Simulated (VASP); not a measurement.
# Li (R-3m) in VASP: further runs, part 3 of 3

VASP 6.6.1. The steps go on from the part before.

### 6 Relaxation of cell and atoms, LDA

This run uses another cell than the first one, of 21.06 Å³/atom.

Contents of INCAR:

```
ALGO     = Normal         # electronic algorithm
EDIFF    = 1E-6           # SCF threshold, eV
EDIFFG   = -0.05          # ionic threshold
ENCUT    = 600            # plane-wave cutoff, eV
GGA      = CA             # functional
IBRION   = 2              # ionic algorithm
ISIF     = 3              # what is computed and relaxed
ISMEAR   = -1             # smearing method
LASPH    = True           # aspherical terms in the spheres
LCHARG   = False          # write CHGCAR
LREAL    = False          # projectors in reciprocal space
LWAVE    = False          # write WAVECAR
NELM     = 60             # most SCF steps
NSW      = 100            # ionic steps
PREC     = Accurate       # precision mode
SIGMA    = 0.1            # smearing width, eV
```

Contents of KPOINTS:

```
k-points
0
Gamma
  10 10 10
```

Contents of POSCAR:

```
Li
1.0
    1.5505000000      0.8951820000      7.5883000000
   -1.5505000000      0.8951820000      7.5883000000
    0.0000000000     -1.7903630000      7.5883000000
Li
3
Direct
    0.0000000000      0.0000000000      0.0000000000
    0.2220000000      0.2220000000      0.2220000000
    0.7780000000      0.7780000000      0.7780000000
```

Potentials or basis: VASP PAW LDA potentials, release 64 (Li_sv).

Run with:

```sh
cat potpaw_LDA.64/Li_sv/POTCAR > POTCAR
mpirun -np 1 vasp_std > vasp.out
```

OUTCAR:

```text
EDIFF = 1E-6
   EDIFFG = -0.05
   ENCUT = 600
   GGA = CA
   IBRION = 2
   ISIF = 3
   ISMEAR = -1
   LASPH = True
   LREAL = False
   NELM = 60
   NSW = 100
   PREC = Accurate

 ion  position               nearest neighbor table
   1  0.000  0.000  0.000-
   2  0.222  0.222  0.222-
   3  0.778  0.778  0.778-

  LATTYP: Found a trigonal (rhomboedric) cell.
 ALAT       =     7.7966465838
 COS(alpha) =     0.9209033848

  Lattice vectors:

 A1 = (   1.5505000000,   0.8951820000,   7.5883000000)
 A2 = (  -1.5505000000,   0.8951820000,   7.5883000000)
 A3 = (   0.0000000000,  -1.7903630000,   7.5883000000)

Analysis of symmetry for initial positions (statically):
=====================================================================
 Subroutine PRICEL returns:
 Original cell was already a primitive cell.

 Routine SETGRP: Setting up the symmetry group for a
 trigonal (rhombohedral) supercell.

 Subroutine GETGRP returns: Found 12 space group operations
 (whereof 12 operations were pure point group operations)
 out of a pool of 12 trial point group operations.

The static configuration has the point symmetry D_3d.

Analysis of symmetry for dynamics (positions and initial velocities):
=====================================================================
 Subroutine PRICEL returns:
 Original cell was already a primitive cell.

 Routine SETGRP: Setting up the symmetry group for a
 trigonal (rhombohedral) supercell.

 Subroutine GETGRP returns: Found 12 space group operations
 (whereof 12 operations were pure point group operations)
 out of a pool of 12 trial point group operations.

The dynamic configuration has the point symmetry D_3d.

 Subroutine INISYM returns: Found 12 space group operations
 (whereof 12 operations are pure point group operations),
 and found     1 'primitive' translations

----------------------------------------------------------------------------------------

                                     Primitive cell

[... 130 lines left out ...]

--------------------------------------- Ionic step        1  -------------------------------------------

 number of electron       8.9999999 magnetization

 Free energy of the ion-electron system (eV)
  ---------------------------------------------------
  ext. energy  EPLUGINS =         0.00000000
  ---------------------------------------------------
  free energy    TOTEN  =        -6.13642358 eV

  energy without entropy =       -6.08744623  energy(sigma->0) =       -6.11193490

------------------------ aborting loop because EDIFF is reached ----------------------------------------

  FORCE on cell =-STRESS in cart. coord.  units (eV):
  Direction    XX          YY          ZZ          XY          YZ          ZX
  --------------------------------------------------------------------------------------
  -------------------------------------------------------------------------------------
  Total       -0.5311505     -0.5311505     -0.6355215      0.0000000     -0.0000000     -0.0000000
  in kB      -13.4663359    -13.4663382    -16.1124696      0.0000000     -0.0000007     -0.0000000
  external PRESSURE =     -14.3483812 kB  Pullay stress =       0.0000000 kB
[... 98 lines left out ...]
--------------------------------------- Ionic step        4  -------------------------------------------

 number of electron       9.0000000 magnetization

 Free energy of the ion-electron system (eV)
  ---------------------------------------------------
  ext. energy  EPLUGINS =         0.00000000
  ---------------------------------------------------
  free energy    TOTEN  =        -6.17134783 eV

  energy without entropy =       -6.12470086  energy(sigma->0) =       -6.14802434

 E-fermi :   0.8082     XC(G=0):  -7.3543

 val. band max:        0.7858325169   @ k =  -0.3000   0.2000   0.2000
 cond. band min:       0.8250642280   @ k =   0.5000   0.5000   0.5000
 fundamental gap:      0.0392317111
 Fermi energy:         0.8082201114

 k-point     1 :       0.0000    0.0000    0.0000
  band No.  band energies     occupation
      1     -44.6512      2.00000
      2     -44.6311      2.00000
      3     -44.6262      2.00000
      4      -2.7580      2.00000
      5      -0.7581      2.00000
      6      -0.7572      2.00000
      7       6.9824      0.00000
      8       7.0009      0.00000
[... 243 lines left out ...]
 k-point    24 :       0.4000    0.3000    0.0000
  band No.  band energies     occupation
      1     -44.6295      2.00000
      2     -44.6212      2.00000
      3     -44.6141      2.00000
      4      -0.5610      2.00000
      5       0.4961      1.91553
      6       2.3808      0.00000
      7       5.2478      0.00000
      8       6.1007      0.00000

 [... further k-points ...]

------------------------ aborting loop because EDIFF is reached ----------------------------------------

  FORCE on cell =-STRESS in cart. coord.  units (eV):
  Direction    XX          YY          ZZ          XY          YZ          ZX
  --------------------------------------------------------------------------------------
  -------------------------------------------------------------------------------------
  Total        0.0294682      0.0294682     -0.0180905      0.0000000     -0.0000000     -0.0000000
  in kB        0.8429160      0.8429162     -0.5174649      0.0000000     -0.0000000     -0.0000000
  external PRESSURE =       0.3894558 kB  Pullay stress =       0.0000000 kB
[... 18 lines left out ...]
  FREE ENERGIE OF THE ION-ELECTRON SYSTEM (eV)
  ---------------------------------------------------
  free  energy   TOTEN  =        -6.1713478323 eV

  energy  without entropy=       -6.1247008558  energy(sigma->0) =       -6.14802434

 reached required accuracy - stopping structural energy minimisation
```

OSZICAR:

```text
N       E                     dE             d eps       ncg     rms          rms(c)
DAV:   1     0.956435624517E+01    0.95644E+01   -0.42110E+03  1864   0.105E+03
DAV:   2    -0.251086157802E+01   -0.12075E+02   -0.11782E+02  2456   0.104E+02
DAV:   3    -0.596867959821E+01   -0.34578E+01   -0.34432E+01  3328   0.522E+01
[... 29 lines left out ...]
DAV:   3    -0.617164671440E+01    0.21416E-02   -0.87813E-03  3688   0.668E-01    0.206E-01
DAV:   4    -0.617133377325E+01    0.31294E-03   -0.53737E-04  2096   0.317E-01    0.431E-02
DAV:   5    -0.617134669390E+01   -0.12921E-04   -0.19496E-04  2848   0.123E-01    0.308E-03
DAV:   6    -0.617134784049E+01   -0.11466E-05   -0.47794E-06  2328   0.297E-02    0.729E-04
DAV:   7    -0.617134783234E+01    0.81482E-08   -0.10068E-07  1264   0.410E-03
   4 F= -.61713478E+01 E0= -.61480243E+01  d E =-.349243E-01
```

It took 8.2 min on 1 thread of Intel Xeon Platinum 8559C (Emerald Rapids), shared host; peak memory 0.4 GiB.

Results:

- Free energy: -6.1713 eV
- Relaxed volume: 18.67 Å³/atom
- Relaxed cell: a = 7.455 Å, b = 7.455 Å, c = 7.455 Å, α = 23.11°, β = 23.11°, γ = 23.11°
- Space group after relaxing (to 0.1 Å): R-3m (No. 166)
- Energy gained by relaxing: 11.6 meV/atom
- Ionic steps: 4
- Pressure after relaxing: 0.0 GPa
- Largest force after relaxing: 0.007 eV/Å
- Band gap on the k mesh: zero (an odd number of electrons rules out a gap without spin polarisation)

Forces on the atoms (eV/Å):
```
Li   0.000  0.000  0.000
Li   0.000  0.000  0.007
Li   0.000  0.000 -0.007
```

Stress tensor (GPa, compression positive):
```
 0.08  0.00  0.00
 0.00  0.08  0.00
 0.00  0.00 -0.05
```

The path:
```csv
step,energy change (eV),largest force (eV/Å),pressure (GPa),volume (Å³)
1,0.0000,0.0084,-1.43,63.19
2,-0.0140,0.0080,-1.16,61.48
3,-0.0334,0.0073,-0.34,57.51
4,-0.0349,0.0072,0.04,56.01
```

Final structure:
```
CELL_PARAMETERS angstrom
1.49315 0.86207 7.25245
-1.49315 0.86207 7.25245
0.00000 -1.72414 7.25245
ATOMIC_POSITIONS crystal
Li 0.00000 0.00000 0.00000
Li 0.22208 0.22208 0.22208
Li 0.77792 0.77792 0.77792
```

Levels at points of the mesh, in eV from the Fermi level:
```csv
k point,band 2,band 3,band 4,band 5,band 6,band 7,band 8
"(0.00, 0.00, 0.00)",-45.44,-45.43,-3.57,-1.57,-1.57,6.17,6.19
"(0.50, 0.00, 0.00)",-45.43,-45.42,-0.08,0.90,1.08,4.06,4.16
"(0.50, 0.50, 0.00)",-45.43,-45.42,0.24,0.31,1.27,3.55,4.69
"(0.50, 0.50, 0.50)",-45.45,-45.43,-3.06,-3.06,0.02,3.34,11.22
```

Caveat: the cutoff is under 1.25 times the usual one of these potentials, so pressure, stress and relaxed cells hold a basis-set (Pulay) error. LDA usually gives volumes a few per cent too small.

### 7 The runs side by side

```tsv
task	cell	cutoff (eV)	gap on the mesh (eV)
single point	a = 6.222 Å, angles 23.3°, 3 atoms	520	none
single point	a = 6.614 Å, angles 23.3°, 3 atoms	520	none
single point	a = 6.924 Å, angles 23.2°, 3 atoms	520	none
single point	a = 7.468 Å, angles 23.2°, 3 atoms	520	none
relaxation of cell and atoms	relaxed from a = 7.797 Å, angles 22.9°, 3 atoms	600	none
```

Alike in all rows: level LDA; potentials or basis VASP PAW LDA potentials, release 64 (Li_sv); no spin polarisation; k mesh 10 × 10 × 10; smearing fermi-dirac 0.1 eV.

Caveats: the cutoff is under 1.25 times the usual one of these potentials, so pressure, stress and relaxed cells hold a basis-set (Pulay) error.

Absolute energies hang on the potentials; compare differences alone.
